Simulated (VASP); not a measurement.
Write the native input for VASP 6.6.1 that does the following.

```yaml
Task: electric field gradients
Functional: PBE
Potentials_or_basis: VASP PAW PBE potentials, release 64 (Li_sv, Ti_sv, H, O, F)
Cutoff: 520 eV
k_mesh: 4 × 4 × 4
Occupations: fermi-dirac, width 0.02 eV
Spin: collinear spin
Starting_moments: "[0.0, 1.0, 0.0, 0.0, 0.0, 0.0, 0.0, 0.0, 0.0, 0.0, 0.0, 0.0, 0.0, 0.0, 0.0, 0.0] μB"
Dipole_correction: no
Further_INCAR_settings: LREAL = Auto; ALGO = Normal; EDIFF = 1e-08; NBANDS = 56
```

The structure of LiTiH6O2F6 lies in POSCAR:

```
LiTiH6O2F6
1.0
    5.6702136805      0.0000000000      0.0000000000
   -2.8351068403      4.9105490922      0.0000000000
    0.0000000000      0.0000000000      5.9782340000
Li Ti H O F
1 1 6 2 6
Direct
    0.0000000000      0.0000000000      0.3101970000
    0.3333333333      0.6666666667      0.9960750000
    0.1690120000      0.9878750000      0.7198130000
    0.8188630000      0.8309880000      0.7198130000
    0.8483060000      0.3501360000      0.2731350000
    0.0121250000      0.1811370000      0.7198130000
    0.6498640000      0.4981700000      0.2731350000
    0.5018300000      0.1516940000      0.2731350000
    0.0000000000      0.0000000000      0.6579170000
    0.6666666667      0.3333333333      0.3219290000
    0.0326160000      0.4177690000      0.8029580000
    0.3851530000      0.9673840000      0.8029580000
    0.2499400000      0.8965360000      0.2163600000
    0.5822310000      0.6148470000      0.8029580000
    0.1034640000      0.3534040000      0.2163600000
    0.6465960000      0.7500600000      0.2163600000
```

One way to write it, as run:

INCAR

```
  PREC = Accurate
  ENCUT = 520
  EDIFF = 1E-8
  ISMEAR = -1
  SIGMA = 0.02
  LREAL = Auto
  LASPH = T
  NELM = 150
  ALGO = Normal
  ISIF = 2
  LWAVE = F
  LCHARG = F
  ISPIN = 2
  MAGMOM = 0 1 0 0 0 0 0 0 0 0 0 0 0 0 0 0
  LORBIT = 11
  LMAXMIX = 4
  GGA = PE
  LEFG = T
  NBANDS = 56
```

KPOINTS

```
Automatic mesh
0
Gamma
  4 4 4
```

Potentials or basis: VASP PAW PBE potentials, release 64 (Li_sv, Ti_sv, H, O, F).

Command:

```console
$ cat potpaw_PBE.64/Li_sv/POTCAR potpaw_PBE.64/Ti_sv/POTCAR potpaw_PBE.64/H/POTCAR potpaw_PBE.64/O/POTCAR potpaw_PBE.64/F/POTCAR > POTCAR
$ mpirun -np 1 vasp_std > vasp.out
```

Results of the run:

The largest force is 0.087 eV/Å, the band gap on the k mesh is 0.10 eV (least direct gap 0.15 eV) and the net moment is 1.00 μB per cell. The site moments are Li +0.00; Ti +0.89; H +0.00; O -0.00; F +0.00 μB, the largest electric field gradient by atom is Li -0.1; Ti -109.8; H +14.7, +20.8 (each value once); O -92.0, -138.9; F +79.3, -74.5, -74.6 (each value once) V/Å² and the valence electrons inside the program's atomic spheres are Li 2.07; Ti 10.09; H 0.61, 0.64 (each value once); O 5.25, 5.27; F 6.10, 6.12 (each value once).

Caveat: without QUAD_EFG the Cq values of the log hold for a quadrupole moment of 1 mb, not for the nuclei.

It took 19 min on 1 thread of Intel Xeon 8259CL, on a shared host, peak memory 0.44 GiB.
